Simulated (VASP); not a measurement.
# HfC (HfC (100), 2 layers) in VASP: density of states with PBEsol

Aim: the density of states of HfC (HfC (100), 2 layers) with PBEsol.

Everything below comes from runs of VASP 6.6.1. Logs are shortened: lines on timing, memory, paths and dates and some standing lists are left out, and cuts for length are marked.

## (1) The cell of the first run

The cell holds a slab with vacuum, 4 atoms: a = 3.258 Å, b = 3.258 Å, c = 18.304 Å, α = 90.00°, β = 90.00°, γ = 90.00°.

## (2) Density of states, PBEsol

Contents of POSCAR:

```
HfC
1.0
    3.2578741457      0.0000000000      0.0000000000
    0.0000000000      3.2578741457      0.0000000000
    0.0000000000      0.0000000000     18.3037000000
Hf C
2 2
Direct
    0.0000000000      0.0000000000      0.4370710594
    0.5000000000      0.5000000000      0.5629289406
    0.5000000000      0.5000000000      0.4370710594
    0.0000000000      0.0000000000      0.5629289406
```

Contents of INCAR.step1:

```
ALGO = Normal
DIPOL = 0.5 0.5 0.500
EDIFF = 1E-6
ENCUT = 520
GGA = PS
IDIPOL = 3
ISIF = 2
ISMEAR = -1
LASPH = T
LCHARG = T
LDIPOL = T
LMAXMIX = 4
LREAL = F
LWAVE = F
NBANDS = 22
NELM = 100
PREC = Accurate
SIGMA = 0.08
```

Contents of KPOINTS.step1:

```
k-points
0
Gamma
  11 11 1
```

Contents of INCAR.step2:

```
ALGO = Normal
DIPOL = 0.5 0.5 0.500
EDIFF = 1E-6
ENCUT = 520
GGA = PS
ICHARG = 11
IDIPOL = 3
ISIF = 2
ISMEAR = -5
LASPH = T
LCHARG = F
LDIPOL = T
LMAXMIX = 4
LORBIT = 11
LREAL = F
LWAVE = F
NBANDS = 22
NEDOS = 1001
NELM = 100
PREC = Accurate
SIGMA = 0.08
```

Contents of KPOINTS.step2:

```
k-points
0
Gamma
  17 17 1
```

Potentials or basis: VASP PAW PBE potentials, release 64 (Hf_pv, C).

The run is started by

```bash
> cat potpaw_PBE.64/Hf_pv/POTCAR potpaw_PBE.64/C/POTCAR > POTCAR
> cp INCAR.step1 INCAR
> cp KPOINTS.step1 KPOINTS
> mpirun -np 1 vasp_std > vasp.out
> cp INCAR.step2 INCAR
> cp KPOINTS.step2 KPOINTS
> mpirun -np 1 vasp_std > vasp.out
```

OUTCAR:

```text
EDIFF = 1E-6
   ENCUT = 520
   GGA = PS
   ICHARG = 11
   ISIF = 2
   ISMEAR = -5
   LASPH = T
   LORBIT = 11
   LREAL = F
   NELM = 100
   PREC = Accurate

 ion  position               nearest neighbor table
   1  0.000  0.000  0.437-   4 2.30   3 2.30   3 2.30   3 2.30   3 2.30   2 3.26   2 3.26   2 3.26
                             2 3.26
   2  0.500  0.500  0.563-   3 2.30   4 2.30   4 2.30   4 2.30   4 2.30   1 3.26   1 3.26   1 3.26
                             1 3.26
   3  0.500  0.500  0.437-   2 2.30   1 2.30   1 2.30   1 2.30   1 2.30
   4  0.000  0.000  0.563-   1 2.30   2 2.30   2 2.30   2 2.30   2 2.30

  LATTYP: Found a simple tetragonal cell.
 ALAT       =     3.2578741457
 C/A-ratio  =     5.6182956067

  Lattice vectors:

 A1 = (   3.2578741457,   0.0000000000,   0.0000000000)
 A2 = (   0.0000000000,   3.2578741457,   0.0000000000)
 A3 = (   0.0000000000,   0.0000000000,  18.3037000000)

Analysis of symmetry for initial positions (statically):
=====================================================================
 Subroutine PRICEL returns:
 Original cell was already a primitive cell.

 Routine SETGRP: Setting up the symmetry group for a
 simple tetragonal supercell.

 Subroutine GETGRP returns: Found 16 space group operations
 (whereof  8 operations were pure point group operations)
 out of a pool of 16 trial point group operations.

The static configuration has the point symmetry C_4v.
 The point group associated with its full space group is D_4h.

Analysis of symmetry for dynamics (positions and initial velocities):
=====================================================================
 Subroutine PRICEL returns:
 Original cell was already a primitive cell.

 Routine SETGRP: Setting up the symmetry group for a
 simple tetragonal supercell.

 Subroutine GETGRP returns: Found 16 space group operations
 (whereof  8 operations were pure point group operations)
 out of a pool of 16 trial point group operations.

The dynamic configuration has the point symmetry C_4v.
 The point group associated with its full space group is D_4h.

 Subroutine INISYM returns: Found 16 space group operations
 (whereof  8 operations are pure point group operations),
 and found     1 'primitive' translations

----------------------------------------------------------------------------------------

                                     Primitive cell

  volume of cell :     194.2708
[... 108 lines left out ...]
   EMIN   =  10.00;   EMAX   =-10.00  energy-range for DOS
   EFERMI =   0.00;   METHOD = LEGACY
   ISMEAR =    -5;   SIGMA  =   0.08  broadening in eV -4-tet -1-fermi 0-gaus
   EFERMI_NEDOS =   21; number of points for ismear=-14 and -15
   IALGO  =     38    algorithm
   IMIX   =      4    mixing-type and parameters
     AMIX     =   0.40;   BMIX     =  1.00
     AMIX_MAG =   1.60;   BMIX_MAG =  1.00
  volume/ion in A,a.u.               =      48.57       327.75
  Fermi-wavevector in a.u.,A,eV,Ry     =   0.858338  1.622024 10.024012  0.736744
  Thomas-Fermi vector in A             =   1.975527
   LORBIT       =     11    0 simple, 1 ext, 2 COOP (PROOUT), +10 PAW based schemes
   GGA     = PS    functional components
   LHFCALC =     F    Hartree Fock is set to
   AEXX    =    0.0000 exact exchange contribution
   IVDW    =     0    specifies the selected vdW correction
   LEPSILON=     F    determine dielectric tensor
   LRPA    =     F    only Hartree local field effects (RPA)
 non-spin polarized calculation
 Fermi weights with tetrahedron method with Bloechl corrections
  energy-cutoff  :      520.00
  volume of cell :      194.27
 maximum number of plane-waves:      5276

 number of electron      28.0000010 magnetization

 dipolmoment           0.000000      0.000000     -0.000000 electrons x Angstroem

 Free energy of the ion-electron system (eV)
  ---------------------------------------------------
  ext. energy  EPLUGINS =         0.00000000
  ---------------------------------------------------
  free energy    TOTEN  =       -41.50713386 eV

  energy without entropy =      -41.50713386  energy(sigma->0) =      -41.50713386

 E-fermi :  -0.5983     XC(G=0):  -4.1540

 val. band max:       -0.6352141606   @ k =   0.0588   0.0000   0.0000
 cond. band min:      -0.6013490215   @ k =   0.4706   0.4706   0.0000
 fundamental gap:      0.0338651391
 Fermi energy:        -0.5982897111

 k-point     1 :       0.0000    0.0000    0.0000
  band No.  band energies     occupation
      1     -31.4379      2.00000
      2     -31.1233      2.00000
      3     -30.8040      2.00000
      4     -30.8040      2.00000
      5     -30.6792      2.00000
      6     -30.6792      2.00000
[... 589 lines left out ...]
     21       4.6793      0.00000
     22       4.8885      0.00000

 [... further k-points ...]

------------------------ aborting loop because EDIFF is reached ----------------------------------------

 vacuum level on the upper side and lower side of the slab       (xc-potential included)        -0.083        -0.083

  FORCE on cell =-STRESS in cart. coord.  units (eV):
  Direction    XX          YY          ZZ          XY          YZ          ZX
  --------------------------------------------------------------------------------------
  -------------------------------------------------------------------------------------
  Total       -4.9963520     -4.9963520     -3.2775807      0.0000000      0.0000000      0.0000000
  in kB      -41.2055881    -41.2055881    -27.0306495      0.0000000      0.0000000      0.0000000
  external PRESSURE =     -36.4806086 kB  Pullay stress =       0.0000000 kB

 VOLUME and BASIS-vectors are now :
 -----------------------------------------------------------------------------
  energy-cutoff  :      520.00
  volume of cell :      194.27
      direct lattice vectors                 reciprocal lattice vectors
     3.257874146  0.000000000  0.000000000     0.306948628  0.000000000  0.000000000
     0.000000000  3.257874146  0.000000000     0.000000000  0.306948628  0.000000000
     0.000000000  0.000000000 18.303700000     0.000000000  0.000000000  0.054633763

 POSITION                                       TOTAL-FORCE (eV/Angst)
 -----------------------------------------------------------------------------------
      0.00000      0.00000      8.00002        -0.000000      0.000000      1.262958
      1.62894      1.62894     10.30368         0.000000      0.000000     -1.262958
      1.62894      1.62894      8.00002         0.000000     -0.000000      0.348463
      0.00000      0.00000     10.30368        -0.000000      0.000000     -0.348463
 -----------------------------------------------------------------------------------
    total drift:                                0.000000      0.000000     -0.000000

  FREE ENERGIE OF THE ION-ELECTRON SYSTEM (eV)
  ---------------------------------------------------
  free  energy   TOTEN  =       -41.5071338561 eV

  energy  without entropy=      -41.5071338561  energy(sigma->0) =      -41.50713386

 vacuum level on the upper side and lower side of the slab         2.345         2.345

 total charge

# of ion       s       p       d       tot
------------------------------------------
    1        0.314   6.553   1.619   8.486
    2        0.314   6.553   1.619   8.486
    3        0.868   1.475   0.000   2.342
    4        0.868   1.475   0.000   2.342
--------------------------------------------------
tot          2.364  16.055   3.238  21.657
```

It took 3.1 min on 1 thread of Intel Xeon 6975P-C, shared host; peak memory 0.36 GiB.

Results:

| Property | Result |
| --- | --- |
| Valence electrons inside the program's atomic spheres | Hf 8.49; C 2.34 |

Caveat: the PAW data sets were made with another functional, which shifts forces and pressure a little; spin-orbit coupling is left out, which moves the levels of the heavy elements; tetrahedron occupations give inexact forces and stress in metals.
